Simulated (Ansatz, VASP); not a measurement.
**One calculation of CuO, two programs**

File INCAR:

```
SYSTEM = CuO
PREC = Accurate
ENCUT = 520
EDIFF = 1E-7
ISMEAR = -1
SIGMA = 0.05
LREAL = .False.
LASPH = .True.
NELM = 60
ALGO = Normal
ISIF = 2
LWAVE = .False.
LCHARG = .False.
GGA = PS
NBANDS = 16
```

File KPOINTS:

```
Automatic mesh
0
Gamma
  6 6 6
  0 0 0
```

File POSCAR:

```
CuO
1.0
    0.0000000000      2.3272527300      2.3272527300
    2.3272527300      0.0000000000      2.3272527300
    2.3272527300      2.3272527300      0.0000000000
Cu O
1 1
Direct
    0.0000000000      0.0000000000      0.0000000000
    0.2500000000      0.2500000000      0.2500000000
```

input.yaml

```yaml
crystal:
  lattice:
    - [0.0, 2.32725273, 2.32725273]
    - [2.32725273, 0.0, 2.32725273]
    - [2.32725273, 2.32725273, 0.0]
  atoms:
    - { symbol: Cu, position: [0.0, 0.0, 0.0] }
    - { symbol: O, position: [0.25, 0.25, 0.25] }
hamiltonian:
  xc: pbesol
  pseudopotentials: { kind: paw }
kpoints:
  mp_grid: { grid: [6, 6, 6] }
  band_path:
    path:
      - [[0.0, 0.0, 0.0], [0.5, 0.0, 0.5], [0.5, 0.25, 0.75], [0.375, 0.375, 0.75], [0.0, 0.0, 0.0], [0.5, 0.5, 0.5], [0.625, 0.25, 0.625], [0.5, 0.25, 0.75], [0.5, 0.5, 0.5], [0.375, 0.375, 0.75]]
      - [[0.625, 0.25, 0.625], [0.5, 0.0, 0.5]]
    npoints: 14
scf:
  occupations: { method: fermi_dirac, width: 0.05 }
  n_extra_bands: 6
output:
  forces: true
  stress: true
  eigenvalues: true
  fatbands: false
  write_density: true
  write_potential: true
  elf: true
  volumetric_format: npy
```

Alike in both runs: functional PBEsol; k mesh 6 × 6 × 6; occupations fermi-dirac, width 0.05 eV; no spin polarisation.

|  | VASP | Ansatz |
| --- | --- | --- |
| version | VASP 6.6.1 | Ansatz 0.2.0 |
| potentials or method | VASP PAW PBE potentials, release 64 (Cu, O) | Ansatz PAW |
| plane-wave cutoff (eV) | 520 | 420 |
| valence electrons in the cell | 17 | 25 |
| task | single point | band structure |

|  | VASP | Ansatz | Ansatz less VASP |
| --- | --- | --- | --- |
| gap on the k mesh at the Fermi level (eV) | none | none | - |
| pressure (GPa) | -15.1 | -15.5 | -0.44 |

VASP's potentials were made for PBE, not for PBEsol. A gap of «none» marks a metal or a gap that the smearing closes. VASP's potentials hold 17 valence electrons a cell and Ansatz's 25, so a difference there can come from the potentials and not from the codes.

The k mesh is coarse, so the values compare programs but aren't converged.
